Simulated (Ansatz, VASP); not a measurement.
# LiMgBN2 in VASP and in Ansatz

Contents of INCAR:

```
SYSTEM = LiMgBN2
PREC = Accurate
ENCUT = 520
EDIFF = 1E-6
ISMEAR = 0
SIGMA = 0.05
LREAL = .FALSE.
LASPH = .TRUE.
NELM = 60
ALGO = Normal
ISIF = 2
LWAVE = .FALSE.
LCHARG = .TRUE.
GGA = PS
LELF = .TRUE.
LVHAR = .TRUE.
NBANDS = 17
```

Contents of KPOINTS:

```
Automatic mesh
0
G
  8 8 8
  0 0 0
```

File POSCAR:

```
LiMgBN2
1.0
   -1.9324005310      1.9324005310      4.5247650217
    1.9324005310     -1.9324005310      4.5247650217
    1.9324005310      1.9324005310     -4.5247650217
Li Mg B N
1 1 1 2
Direct
    0.2500000000      0.7500000000      0.5000000000
    0.7500000000      0.2500000000      0.5000000000
    0.5000000000      0.5000000000      0.0000000000
    0.6699362387      0.6699362387      0.0000000000
    0.3300637613      0.3300637613      0.0000000000
```

Input for Ansatz:

```yaml
crystal:
  lattice:
    - [-1.932400531, 1.932400531, 4.5247650217]
    - [1.932400531, -1.932400531, 4.5247650217]
    - [1.932400531, 1.932400531, -4.5247650217]
  atoms:
    - { symbol: Li, position: [0.25, 0.75, 0.5] }
    - { symbol: Mg, position: [0.75, 0.25, 0.5] }
    - { symbol: B, position: [0.5, 0.5, 0.0] }
    - { symbol: "N", position: [0.6699362387, 0.6699362387, 0.0] }
    - { symbol: "N", position: [0.3300637613, 0.3300637613, 0.0] }
basis:
  ecutwfc: 520.0
kpoints:
  mp_grid: { grid: [8, 8, 8] }
hamiltonian:
  xc: pbesol
  pseudopotentials: { kind: paw }
scf:
  occupations: { method: gaussian, width: 0.05 }
output:
  forces: true
  stress: true
  eigenvalues: true
```

Alike in both runs: task single point; functional PBEsol; k mesh 8 × 8 × 8; occupations gaussian, width 0.05 eV; no spin polarisation.

|  | VASP | Ansatz |
| --- | --- | --- |
| version | VASP 6.6.1 | Ansatz 0.2.0 |
| potentials or method | VASP PAW PBE potentials, release 64 (Li_sv, Mg, B, N), cutoff 520 eV | scalar-relativistic, plane waves, PAW |
| valence electrons in the cell | 18 | 26 |

```tsv
	VASP	Ansatz	Ansatz less VASP
gap on the k mesh at the Fermi level (eV)	1.98	1.99	+0.004
least direct gap on the mesh (eV)	3.28	3.29	+0.003
rms of the force components (eV/Å)	2.319	2.328	+0.0087
```

VASP's potentials were made for PBE, not for PBEsol. Atom by atom the forces differ by 0.009 eV/Å (rms over components). With one functional, cell and mesh, what is left measures potentials, basis and numerics. VASP's potentials hold 18 valence electrons a cell and Ansatz's 26, so a difference there can come from the potentials and not from the codes.

Noted on VASP's run: the cutoff is short for stress, so the pressure is rough.
